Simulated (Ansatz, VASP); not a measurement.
**Two plane-wave programs on HfC**

```
Hf C
1.0
     2.90089    0.00000    0.00000
     0.00000    2.90089    0.00000
     0.00000    0.00000    2.90089
Hf C
1 1
Direct
  0.00000 0.00000 0.00000
  0.50000 0.50000 0.50000
```

Alike in both runs: task single point; functional PBE; k mesh 12 × 12 × 12; occupations gaussian, width 0.05 eV; collinear spin.

```csv
,VASP,Ansatz
version,VASP 6.6.1,Ansatz 0.2.0
potentials or method,"VASP PAW PBE potentials, release 64 (Hf_pv, C), cutoff 520 eV","scalar-relativistic, plane waves, PAW"
valence electrons in the cell,14,30
```

|  | VASP | Ansatz | Ansatz less VASP |
| --- | --- | --- | --- |
| pressure (GPa) | -1.4 | 0.0 | +1.37 |
| net moment per atom (μB) | 0.00 | 0.04 | +0.034 |
| size of the moment on the site where the two differ most (μB) | 0.00 | 0.03 | +0.029 |

Site moments also hang on the region over which each program counts them. VASP's potentials hold 14 valence electrons a cell and Ansatz's 30, so a difference there can come from the potentials and not from the codes.

Neither program's run includes spin-orbit coupling.
